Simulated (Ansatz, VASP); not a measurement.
## HgTe: VASP beside Ansatz

```xyz
2
Lattice="0.0000 3.3262 3.3262 3.3262 0.0000 3.3262 3.3262 3.3262 0.0000" Properties=species:S:1:pos:R:3 pbc="T T T"
Hg    0.0000    0.0000    0.0000
Te    1.6631    1.6631    1.6631
```

Alike in both runs: functional PBE; k mesh 12 × 12 × 12; occupations gaussian, width 0.1 eV; no spin polarisation.

Ansatz relaxed the structure, and its values are those at the end. VASP's run is a single point on that final structure, the one shown.

|  | VASP | Ansatz |
| --- | --- | --- |
| version | VASP 6.6.1 | Ansatz 0.2.0 |
| potentials or method | VASP PAW PBE potentials, release 64 (Hg, Te), cutoff 520 eV | scalar-relativistic, plane waves, PAW |
| valence electrons in the cell | 18 | 36 |

|  | VASP | Ansatz | Ansatz less VASP |
| --- | --- | --- | --- |
| gap on the k mesh at the Fermi level (eV) | none | none | - |
| pressure (GPa) | 0.0 | 0.0 | -0.05 |

A gap of «none» marks a metal or a gap that the smearing closes. The functional is the same, so the differences come from potentials, cutoffs and numerics. VASP's potentials hold 18 valence electrons a cell and Ansatz's 36, so a difference there can come from the potentials and not from the codes.

Spin-orbit coupling is off throughout.
